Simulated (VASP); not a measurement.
## Al: single point with PBEsol+D3(BJ)

Al:

```
Al
1.0
     0.00000    2.08470    1.96326
     2.08470    0.00000    1.96326
     2.08470    2.08470    0.00000
Al
1
Direct
  0.00000 0.00000 0.00000
```

This cell differs from its parent crystal: strain +0.030 along x and y, -0.030 along z.

```yaml
Program: VASP 6.6.1
Task: single point
Functional: PBEsol
Dispersion: D3(BJ)
Potentials_or_basis: VASP PAW PBE potentials, release 64 (Al)
Cutoff: 520 eV
k_mesh: 20 × 20 × 20
Occupations: gaussian, width 0.15 eV
Spin: no spin polarisation
```

The pressure is -6.6 GPa and the dispersion energy per atom is -0.307 eV.

Stress tensor (GPa, compression positive):
```
-7.53  0.00  0.00
 0.00 -7.53  0.00
 0.00  0.00 -4.75
```

Levels at points of the mesh, in eV from the Fermi level:
| k point | band 1 | band 2 | band 3 | band 4 |
| --- | --- | --- | --- | --- |
| (0.00, 0.00, 0.00) | -10.90 | 12.25 | 12.25 | 12.87 |
| (0.50, 0.00, 0.00) | -4.45 | -4.32 | 10.36 | 10.64 |
| (0.50, 0.50, 0.00) | -2.24 | -0.78 | 4.73 | 4.73 |
| (0.50, 0.00, 0.50) | -3.11 | -2.01 | 5.51 | 5.63 |

Run time: 23 s on 1 thread of Intel(R) Xeon(R) 6975P-C (Granite Rapids), on a shared host, peak memory 0.2 GiB.

Caveat: the cell differs from its parent crystal (strain +0.030 along x and y, -0.030 along z); the PAW data sets were made with another functional, which shifts forces and pressure a little; pairwise dispersion overbinds metals, which lowers pressure and volume.
